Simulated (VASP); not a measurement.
A run of VASP 6.6.1 is set up as follows.

Contents of INCAR:

```
SYSTEM = ScAl
  ALGO = Normal
  EDIFF = 1E-6
  ENCUT = 520
  GGA = PS
  ISIF = 2
  ISMEAR = 0
  LASPH = .TRUE.
  LCHARG = .FALSE.
  LREAL = .FALSE.
  LWAVE = .FALSE.
  NBANDS = 14
  NELM = 60
  PREC = Accurate
  SIGMA = 0.1
```

File KPOINTS:

```
k-points
0
G
  14 14 14
  0 0 0
```

POSCAR

```
ScAl
1.0
    2.9605092161      0.0000000000      0.0000000000
    0.0000000000      2.9605092161      0.0000000000
    0.0000000000      0.0000000000      2.9605092161
Sc Al
1 1
Direct
    0.5000000000      0.5000000000      0.5000000000
    0.0000000000      0.0000000000      0.0000000000
```

Potentials or basis: VASP PAW PBE potentials, release 64 (Sc_sv, Al).

Run with:

```sh
$ cat potpaw_PBE.64/Sc_sv/POTCAR potpaw_PBE.64/Al/POTCAR > POTCAR
$ mpirun -np 1 vasp_std > vasp.out
```

(1) Predict the band gap on the k mesh.

(2) Estimate the pressure.

Answers

(1) zero (band 7 reaches 9.58 eV, above the bottom of band 8 at 8.38 eV).

(2) 60.5 GPa.

Caveat: the PAW data sets were made with another functional, which shifts forces and pressure a little.
